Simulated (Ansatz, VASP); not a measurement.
Two plane-wave programs on NaH

POSCAR

```
NaH
1.0
    0.0000000000      2.4442297124      2.4442297124
    2.4442297124      0.0000000000      2.4442297124
    2.4442297124      2.4442297124      0.0000000000
Na H
1 1
Direct
    0.0000000000      0.0000000000      0.0000000000
    0.5000000000      0.5000000000      0.5000000000
```

Contents of INCAR.step1:

```
SYSTEM = NaH
PREC = Accurate ; ENCUT = 520
ISMEAR = 0 ; SIGMA = 0.02
LREAL = .FALSE. ; LASPH = .TRUE.
NELM = 100 ; NBANDS = 11
GGA = PE ; ALGO = Normal
EDIFF = 1E-4 ; LWAVE = .TRUE.
LCHARG = .FALSE.
```

The input INCAR.step2:

```
SYSTEM = NaH
PREC = Accurate ; ENCUT = 520
EDIFF = 1E-6 ; ISMEAR = 0
SIGMA = 0.02 ; LREAL = .FALSE.
LASPH = .TRUE. ; NELM = 100
ALGO = Normal ; ISIF = 2
LWAVE = .FALSE. ; LCHARG = .FALSE.
METAGGA = R2SCAN ; LMIXTAU = .TRUE.
NBANDS = 11 ; ISTART = 1
```

The input KPOINTS:

```
Automatic mesh
0
G
  8 8 8
  0 0 0
```

Input for Ansatz:

```yaml
crystal:
  lattice:
    - [0.0, 2.4442297124, 2.4442297124]
    - [2.4442297124, 0.0, 2.4442297124]
    - [2.4442297124, 2.4442297124, 0.0]
  atoms:
    - { symbol: Na, position: [0.0, 0.0, 0.0] }
    - { symbol: H, position: [0.5, 0.5, 0.5] }
basis:
  ecutwfc: 500
kpoints:
  mp_grid: { grid: [8, 8, 8] }
hamiltonian:
  xc: r2scan
scf:
  occupations: { method: gaussian, width: 0.02 }
output:
  forces: true
  stress: true
  eigenvalues: true
  write_density: true
  write_potential: true
  elf: true
  volumetric_format: npy
```

Alike in both runs: task single point; functional r2SCAN; k mesh 8 × 8 × 8; occupations gaussian, width 0.02 eV; no spin polarisation.

```csv
,VASP,Ansatz
version,VASP 6.6.1,Ansatz 0.2.0
potentials or method,"VASP PAW PBE potentials, release 64 (Na_pv, H), cutoff 520 eV","scalar-relativistic, plane waves, PAW"
valence electrons in the cell,8,10
```

```csv
,VASP,Ansatz,Ansatz less VASP
gap on the k mesh at the Fermi level (eV),4.31,4.30,-0.008
least direct gap on the mesh (eV),5.12,5.13,+0.009
pressure (GPa),-1.4,-1.3,+0.13
```

VASP's potentials were made for PBE, not for r2SCAN. VASP's potentials hold 8 valence electrons a cell and Ansatz's 10, so a difference there can come from the potentials and not from the codes.
